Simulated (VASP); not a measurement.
Runs of VASP 6.6.1 on Pb. The structure is that of space group Fd-3m (No. 227), or close to it. The cells are those of the table. This isn't the form of Pb at room conditions, which is fcc.

```tsv
cell	k mesh	gap on the mesh (eV)	pressure (GPa)
a = 4.711 Å, angles 60.0°, 2 atoms	9 × 9 × 9	none	5.2
a = 4.917 Å, angles 60.0°, 2 atoms	8 × 8 × 8	none	0.0
a = 4.850 Å, angles 60.0°, 2 atoms	9 × 9 × 9	none	1.3
a = 4.917 Å, angles 60.0°, 2 atoms	13 × 13 × 13	none	0.0
a = 5.044 Å, angles 60.0°, 2 atoms	9 × 9 × 9	none	(a)
```

Alike in all rows: task single point; level r2SCAN; potentials or basis VASP PAW PBE potentials, release 64 (Pb_d); no spin polarisation; cutoff (eV) 520; smearing fermi-dirac 0.1 eV.

Question: Fill in the values left out.

Answer: (a) -1.9.

Caveats: the PAW data sets were made with another functional, which shifts forces and pressure a little; spin-orbit coupling is left out, which moves the levels of the heavy elements; the cell stands under pressure (at least some runs).

A k mesh can miss the band edges, and the runs leave out spin-orbit coupling on Pb.

A gap of «none» marks levels without a gap at the run's occupations.
